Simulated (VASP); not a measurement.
A run of VASP 6.6.1:

INCAR

```
SYSTEM = Tl
PREC = Accurate ; ENCUT = 520
EDIFF = 1E-6 ; ISMEAR = -1
SIGMA = 0.1 ; LREAL = .False.
LASPH = .True. ; NELM = 80
ALGO = Normal ; ISIF = 2
LWAVE = .False. ; LCHARG = .False.
GGA = PE ; NBANDS = 12
```

The input KPOINTS:

```
Automatic mesh
0
Gamma
  18 18 18
  0 0 0
```

Contents of POSCAR:

```
Tl
1.0
   -1.9343122246      1.9343122246      1.9343122246
    1.9343122246     -1.9343122246      1.9343122246
    1.9343122246      1.9343122246     -1.9343122246
Tl
1
Direct
    0.0000000000      0.0000000000      0.0000000000
```

Potentials or basis: VASP PAW PBE potentials, release 64 (Tl_d).

Launch:

```sh
$ cat potpaw_PBE.64/Tl_d/POTCAR > POTCAR
$ mpirun -np 1 vasp_std > vasp.out
```

Hardware: 1 thread of Intel(R) Xeon(R) 6975P-C (Granite Rapids), on a shared host.

Problem. How long does it take, and how much memory?

Solution. Wall time 24 s on 1 thread of Intel(R) Xeon(R) 6975P-C (Granite Rapids) (shared host), peak memory 0.19 GiB. Counts: scf iterations 11, k points 195.
